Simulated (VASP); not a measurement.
NaCl, 2 atoms in the cell. Symmetry: Fm-3m, No. 225, cubic system. Conventional cell: a = 5.771 Å, b = 5.771 Å, c = 5.771 Å, α = 90.00°, β = 90.00°, γ = 90.00°. Within 3.8 Å of Na (site symmetry m-3m) lie 6 Cl at 2.89 Å. Cl (site symmetry m-3m) has 6 Na at 2.89 Å within 3.8 Å.  This cell differs from its parent crystal: volume scaled by 1.040.

* Program: VASP 6.6.1
* Task: single point
* Functional: PBE
* Potentials or basis: VASP PAW PBE potentials, release 64 (Na_pv, Cl)
* Cutoff: 520 eV
* k mesh: 10 × 10 × 10
* Occupations: gaussian, width 0.05 eV
* Spin: no spin polarisation
* Dipole correction: no
* Further INCAR settings: ALGO = Normal; EDIFF = 1e-06; NBANDS = 14

Potentials or basis: VASP PAW PBE potentials, release 64 (Na_pv, Cl).

Command:

```console
$ cat potpaw_PBE.64/Na_pv/POTCAR potpaw_PBE.64/Cl/POTCAR > POTCAR
$ mpirun -np 1 vasp_std > vasp.out
```

Hardware: 1 thread of Intel(R) Xeon(R) Platinum 8375C CPU @ 2.90GHz (Ice Lake) (shared host).

**Question.** Estimate the wall time of this run.

**Answer.** It took 26 s on 1 thread of Intel(R) Xeon(R) Platinum 8375C CPU @ 2.90GHz (Ice Lake), on a shared host, peak memory 0.17 GiB. Counts: scf iterations 12, k points 47.
